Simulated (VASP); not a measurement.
Cd2O3:

```
Cd O
1.0
     3.70984    0.00000    0.00000
    -1.85492    3.21281    0.00000
     0.00000    0.00000    5.77190
Cd O
2 3
Direct
  0.33333 0.66667 0.24500
  0.66667 0.33333 0.75500
  0.00000 0.00000 0.00000
  0.33333 0.66667 0.64500
  0.66667 0.33333 0.35500
```

```yaml
Program: VASP 6.6.1
Task: relaxation of cell and atoms
Functional: r2SCAN
Potentials_or_basis: VASP PAW PBE potentials, release 64 (Cd, O)
Cutoff: 600 eV
k_mesh: 6 × 6 × 4
Occupations: gaussian, width 0.1 eV
Spin: no spin polarisation
```

At the start: pressure -5.5 GPa; volume 13.76 Å³/atom.

Where does the relaxation end?

Over 9 steps the energy falls by 28.8 meV/atom and the volume is 12.91 Å³/atom (-6.2 %); space group P-3m1 (No. 164, to 0.05 Å).

Step by step:
```csv
step,energy change (eV),largest force (eV/Å),pressure (GPa),volume (Å³)
1,0.0000,0.3905,-5.50,68.80
2,-0.0904,0.6330,2.02,64.20
3,-0.0916,0.6052,1.16,64.64
4,-0.1263,0.3407,0.69,64.46
5,-0.1421,0.0790,0.45,64.20
6,-0.1422,0.0714,0.46,64.22
7,-0.1430,0.0390,-0.42,64.64
8,-0.1431,0.0442,-0.28,64.58
9,-0.1442,0.0322,-0.24,64.55
```

Final structure:
```
CELL_PARAMETERS angstrom
3.59741 0.00000 0.00000
-1.79871 3.11545 0.00000
0.00000 0.00000 5.75951
ATOMIC_POSITIONS crystal
Cd 0.33333 0.66667 0.22850
Cd 0.66667 0.33333 0.77150
O 0.00000 0.00000 0.00000
O 0.33333 0.66667 0.65228
O 0.66667 0.33333 0.34772
```

Caveat: the PAW data sets were made with another functional, which shifts forces and pressure a little.
